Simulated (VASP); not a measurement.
# CuI2 in VASP: settings compared

CuI2 is run at these levels: PBE, PBE+D3(BJ), PBE+U; tasks: single point.

Everything below comes from runs of VASP 6.6.1. Logs are shortened: lines on timing, memory, paths and dates and some standing lists are left out, and cuts for length are marked.

### Step 1. The cell of the first run

The typed cell holds 3 atoms: a = 4.087 Å, b = 4.087 Å, c = 6.752 Å, α = 90.00°, β = 90.00°, γ = 120.00°.

### Step 2. Single point, PBE

INCAR reads:

```
  PREC = Accurate
  ENCUT = 520
  EDIFF = 1E-6
  ISMEAR = -1
  SIGMA = 0.0284
  LREAL = F
  LASPH = T
  NELM = 60
  ALGO = Normal
  ISIF = 2
  LWAVE = F
  LCHARG = F
  GGA = PE
  NBANDS = 20
```

KPOINTS reads:

```
Automatic mesh
0
Gamma
  5 5 3
```

POSCAR reads:

```
CuI2
1.0
    4.0870190000      0.0000000000      0.0000000000
   -2.0435100000      3.5394630000      0.0000000000
    0.0000000000      0.0000000000      6.7518420000
Cu I
1 2
Direct
    0.0000000000      0.0000000000      0.0000000000
    0.3333000000      0.6667000000      0.7576300000
    0.6667000000      0.3333000000      0.2423700000
```

Potentials or basis: VASP PAW PBE potentials, release 64 (Cu, I).

Launch:

```
$ cat potpaw_PBE.64/Cu/POTCAR potpaw_PBE.64/I/POTCAR > POTCAR
$ mpirun -np 1 vasp_std > vasp.out
```

OUTCAR:

```text
PREC = Accurate
   ENCUT = 520
   EDIFF = 1E-6
   ISMEAR = -1
   LREAL = F
   LASPH = T
   NELM = 60
   ISIF = 2
   GGA = PE

 ion  position               nearest neighbor table
   1  0.000  0.000  0.000-   2 2.87   3 2.87   3 2.87   2 2.87   3 2.87   2 2.87
   2  0.333  0.667  0.758-   1 2.87   1 2.87   1 2.87
   3  0.667  0.333  0.242-   1 2.87   1 2.87   1 2.87

  LATTYP: Found a hexagonal cell.
 ALAT       =     4.0870190000
 C/A-ratio  =     1.6520211920

  Lattice vectors:

 A1 = (   4.0870190000,   0.0000000000,   0.0000000000)
 A2 = (  -2.0435100000,   3.5394630000,   0.0000000000)
 A3 = (   0.0000000000,   0.0000000000,   6.7518420000)

Analysis of symmetry for initial positions (statically):
=====================================================================
 Subroutine PRICEL returns:
 Original cell was already a primitive cell.

 Routine SETGRP: Setting up the symmetry group for a
 hexagonal supercell.

 Subroutine GETGRP returns: Found  4 space group operations
 (whereof  4 operations were pure point group operations)
 out of a pool of 24 trial point group operations.

The static configuration has the point symmetry C_2h.

Analysis of symmetry for dynamics (positions and initial velocities):
=====================================================================
 Subroutine PRICEL returns:
 Original cell was already a primitive cell.

 Routine SETGRP: Setting up the symmetry group for a
 hexagonal supercell.

 Subroutine GETGRP returns: Found  4 space group operations
 (whereof  4 operations were pure point group operations)
 out of a pool of 24 trial point group operations.

The dynamic configuration has the point symmetry C_2h.

 Subroutine INISYM returns: Found  4 space group operations
 (whereof  4 operations are pure point group operations),
 and found     1 'primitive' translations

----------------------------------------------------------------------------------------

                                     Primitive cell

  volume of cell :      97.6712

  direct lattice vectors                    reciprocal lattice vectors
     4.087019000  0.000000000  0.000000000     0.244677111  0.141264402  0.000000000
    -2.043510000  3.539463000  0.000000000     0.000000000  0.282528734  0.000000000
     0.000000000  0.000000000  6.751842000     0.000000000  0.000000000  0.148107731

  length of vectors
     4.087019000  4.087019874  6.751842000     0.282528794  0.282528734  0.148107731

  position of ions in fractional coordinates (direct lattice)
     0.000000000  0.000000000  0.000000000
     0.333300000  0.666700000  0.757630000
     0.666700000  0.333300000  0.242370000

  ion indices of the primitive-cell ions
   primitive index   ion index
                 1           1
                 2           2
                 3           3

----------------------------------------------------------------------------------------

 KPOINTS: Automatic mesh

Automatic generation of k-mesh.
 Grid dimensions read from file:
 generate k-points for:    5    5    3

 Generating k-lattice:

  Cartesian coordinates                     Fractional coordinates (reciprocal lattice)
     0.048935422  0.028252880  0.000000000     0.200000000  0.000000000  0.000000000
     0.000000000  0.056505747  0.000000000     0.000000000  0.200000000  0.000000000
     0.000000000  0.000000000  0.049369244     0.000000000  0.000000000  0.333333333

  Length of vectors
     0.056505759  0.056505747  0.049369244

  Shift w.r.t. Gamma in fractional coordinates (k-lattice)
     0.000000000  0.000000000  0.000000000

 Subroutine IBZKPT returns following result:
 ===========================================

 Found     24 irreducible k-points:

 Following reciprocal coordinates:
            Coordinates               Weight
  0.000000  0.000000  0.000000      1.000000
  0.200000  0.000000  0.000000      4.000000
 -0.200000  0.200000  0.000000      2.000000
  0.400000  0.000000  0.000000      4.000000
 -0.400000  0.400000  0.000000      2.000000
  0.200000  0.200000  0.000000      2.000000
[... 16 lines left out ...]
  0.400000  0.400000  0.333333      4.000000
 -0.400000 -0.200000  0.333333      4.000000
   k-points           NKPTS =     24   k-points in BZ     NKDIM =     24   number of bands    NBANDS=     20
   number of dos      NEDOS =    301   number of ions     NIONS =      3
   total plane-waves  NPLWV =  45000
   dimension x,y,z NGX =    30 NGY =   30 NGZ =   50
   dimension x,y,z NGXF=    60 NGYF=   60 NGZF=  100
   ions per type =               1   2
   NGX,Y,Z   is equivalent  to a cutoff of  12.20, 12.20, 12.31 a.u.
   NGXF,Y,Z  is equivalent  to a cutoff of  24.41, 24.41, 24.62 a.u.
 SYSTEM =  unknown system
   PREC   = accura    normal or accurate (medium, high low for compatibility)
   ISTART =      0    job   : 0-new  1-cont  2-samecut
   ICHARG =      2    charge: 1-file 2-atom 10-const
   ISPIN  =      1    spin polarized calculation?
   LNONCOLLINEAR =      F non collinear calculations
   LSORBIT =      F    spin-orbit coupling
   LASPH  =      T    aspherical Exc in radial PAW
   ENCUT  =  520.0 eV  38.22 Ry    6.18 a.u.   7.60  7.60 12.55*2*pi/ulx,y,z
   NELM   =     60;   NELMIN=  2; NELMDL= -5     # of ELM steps
   EDIFF  = 0.1E-05   stopping-criterion for ELM
   LREAL  =      F    real-space projection
   EDIFFG = 0.1E-04   stopping-criterion for IOM
   NSW    =      0    number of steps for IOM
   IBRION =     -1    ionic relax: 0-MD 1-quasi-New 2-CG
   NFREE  =      0    steps in history (QN), initial steepest desc. (CG)
   ISIF   =      2    stress and relaxation
   ISYM   =      2    0-nonsym 1-usesym 2-fastsym
   POTIM  = 0.5000    time-step for ionic-motion
   TEBEG  =    0.0;   TEEND  =   0.0 temperature during run
   PSTRESS=    0.0 pullay stress
   NELECT =      25.0000    total number of electrons
   NUPDOWN=      -1.0000    fix difference up-down
   EMIN   =  10.00;   EMAX   =-10.00  energy-range for DOS
   EFERMI =   0.00;   METHOD = LEGACY
   ISMEAR =    -1;   SIGMA  =   0.03  broadening in eV -4-tet -1-fermi 0-gaus
   EFERMI_NEDOS =   21; number of points for ismear=-14 and -15
   IALGO  =     38    algorithm
   IMIX   =      4    mixing-type and parameters
     AMIX     =   0.40;   BMIX     =  1.00
     AMIX_MAG =   1.60;   BMIX_MAG =  1.00
  volume/ion in A,a.u.               =      32.56       219.71
  Fermi-wavevector in a.u.,A,eV,Ry     =   1.039440  1.964257 14.700216  1.080435
  Thomas-Fermi vector in A             =   2.173970
   LORBIT       =      0    0 simple, 1 ext, 2 COOP (PROOUT), +10 PAW based schemes
   GGA     = PE    functional components
   LHFCALC =     F    Hartree Fock is set to
   AEXX    =    0.0000 exact exchange contribution
   IVDW    =     0    specifies the selected vdW correction
   LEPSILON=     F    determine dielectric tensor
   LRPA    =     F    only Hartree local field effects (RPA)
 non-spin polarized calculation
  energy-cutoff  :      520.00
  volume of cell :       97.67
 maximum number of plane-waves:      2659
 NGX is ok and might be reduce to    30
   NGX = 15   NGY = 15   NGZ = 25

 number of electron      25.0000002 magnetization

 Free energy of the ion-electron system (eV)
  ---------------------------------------------------
  ext. energy  EPLUGINS =         0.00000000
  ---------------------------------------------------
  free energy    TOTEN  =        -6.82200292 eV

  energy without entropy =       -6.79990845  energy(sigma->0) =       -6.81095569

 E-fermi :   3.1708     XC(G=0):  -8.6911

 val. band max:        3.1496141641   @ k =   0.0000   0.4000   0.3333
 cond. band min:       3.1833270661   @ k =  -0.2000   0.2000   0.3333
 fundamental gap:      0.0337129020
 Fermi energy:         3.1708141582

 k-point     1 :       0.0000    0.0000    0.0000
  band No.  band energies     occupation
      1      -9.5575      2.00000
      2      -8.7876      2.00000
      3      -1.0799      2.00000
      4       0.6685      2.00000
      5       0.6690      2.00000
      6       1.4248      2.00000
[... 12 lines left out ...]
     19      12.3600      0.00000
     20      12.3625      0.00000

 k-point     2 :       0.2000    0.0000    0.0000
  band No.  band energies     occupation
      1      -9.3412      2.00000
      2      -8.6893      2.00000
      3      -0.7685      2.00000
      4       0.4124      2.00000
      5       0.6972      2.00000
      6       0.8493      2.00000
[... 12 lines left out ...]
     19      11.1395      0.00000
     20      12.2348      0.00000

 k-point     3 :      -0.2000    0.2000    0.0000
  band No.  band energies     occupation
      1      -9.3412      2.00000
      2      -8.6893      2.00000
      3      -0.7685      2.00000
      4       0.4122      2.00000
      5       0.6975      2.00000
      6       0.8488      2.00000
[... 12 lines left out ...]
     19      11.1393      0.00000
     20      12.2358      0.00000

 k-point     4 :       0.4000    0.0000    0.0000
  band No.  band energies     occupation
      1      -8.8900      2.00000
      2      -8.5727      2.00000
      3      -0.9460      2.00000
      4      -0.0132      2.00000
      5       0.3925      2.00000
      6       0.7180      2.00000
[... 12 lines left out ...]
     19      12.1267      0.00000
     20      12.6696      0.00000

 k-point     5 :      -0.4000    0.4000    0.0000
  band No.  band energies     occupation
      1      -8.8901      2.00000
      2      -8.5725      2.00000
      3      -0.9464      2.00000
      4      -0.0133      2.00000
      5       0.3925      2.00000
      6       0.7185      2.00000
[... 12 lines left out ...]
     19      12.1273      0.00000
     20      12.6699      0.00000
[... 353 lines left out ...]
      6       0.7569      2.00000
[... 12 lines left out ...]
     19      11.1220      0.00000
     20      11.7724      0.00000

 k-point    22 :       0.4000    0.2000    0.3333
  band No.  band energies     occupation
      1      -8.6696      2.00000
      2      -8.5983      2.00000
      3      -0.9657      2.00000
      4      -0.2716      2.00000
      5       0.3228      2.00000
      6       0.6094      2.00000
[... 12 lines left out ...]
     19      11.8332      0.00000
     20      13.0655      0.00000

 k-point    23 :       0.4000    0.4000    0.3333
  band No.  band energies     occupation
      1      -8.6697      2.00000
      2      -8.5981      2.00000
      3      -0.9659      2.00000
      4      -0.2715      2.00000
      5       0.3228      2.00000
      6       0.6098      2.00000
[... 12 lines left out ...]
     19      11.8336      0.00000
     20      13.0652      0.00000

 k-point    24 :      -0.4000   -0.2000    0.3333
  band No.  band energies     occupation
      1      -8.6696      2.00000
      2      -8.5983      2.00000
      3      -0.9657      2.00000
      4      -0.2715      2.00000
      5       0.3227      2.00000
      6       0.6094      2.00000
[... 12 lines left out ...]
     19      11.8342      0.00000
     20      13.0656      0.00000

------------------------ aborting loop because EDIFF is reached ----------------------------------------

  FORCE on cell =-STRESS in cart. coord.  units (eV):
  Direction    XX          YY          ZZ          XY          YZ          ZX
  --------------------------------------------------------------------------------------
  -------------------------------------------------------------------------------------
  Total       -1.8030620     -1.8018846     -1.1426751      0.0010205     -0.0002844      0.0004927
  in kB      -29.5770551    -29.5577415    -18.7442064      0.0167406     -0.0046660      0.0080814
  external PRESSURE =     -25.9596676 kB  Pullay stress =       0.0000000 kB

 VOLUME and BASIS-vectors are now :
 -----------------------------------------------------------------------------
  energy-cutoff  :      520.00
  volume of cell :       97.67
      direct lattice vectors                 reciprocal lattice vectors
     4.087019000  0.000000000  0.000000000     0.244677111  0.141264402  0.000000000
    -2.043510000  3.539463000  0.000000000     0.000000000  0.282528734  0.000000000
     0.000000000  0.000000000  6.751842000     0.000000000  0.000000000  0.148107731

 POSITION                                       TOTAL-FORCE (eV/Angst)
 -----------------------------------------------------------------------------------
      0.00000      0.00000      0.00000        -0.000000      0.000000      0.000000
     -0.00020      2.35976      5.11540        -0.000070      0.000040      0.476753
      2.04371      1.17970      1.63644         0.000070     -0.000040     -0.476753
 -----------------------------------------------------------------------------------
    total drift:                                0.000000      0.000000      0.000000

  FREE ENERGIE OF THE ION-ELECTRON SYSTEM (eV)
  ---------------------------------------------------
  free  energy   TOTEN  =        -6.8220029242 eV

  energy  without entropy=       -6.7999084501  energy(sigma->0) =       -6.81095569
```

Wall time 57 s (1 thread of Intel Xeon Platinum 8488C (Sapphire Rapids), shared host); peak memory 0.21 GiB.

Results:

| Item | Value |
| --- | --- |
| Free energy | -6.8220 eV |
| Pressure | -2.6 GPa |
| Largest force | 0.477 eV/Å |
| Band gap on the k mesh | zero (an odd number of electrons rules out a gap without spin polarisation) |

Forces in eV/Å, atoms in the order of the input:
```
Cu   0.000  0.000  0.000
I    0.000  0.000  0.477
I    0.000  0.000 -0.477
```

Levels at points of the mesh, in eV from the Fermi level:
| k point | band 10 | band 11 | band 12 | band 13 | band 14 | band 15 | band 16 | band 17 |
| --- | --- | --- | --- | --- | --- | --- | --- | --- |
| (0.00, 0.00, 0.00) | -0.44 | -0.35 | 0.15 | 0.15 | 3.13 | 4.68 | 6.63 | 6.63 |

Caveat: spin-orbit coupling is left out, which moves the levels of the heavy elements; an odd number of electrons without spin polarisation forces a metal; a magnetic or distorted state may lie lower.

(Part 1 of 2 ends here.)

The gap in the log of VASP goes by the Fermi energy; the results here count the filled bands.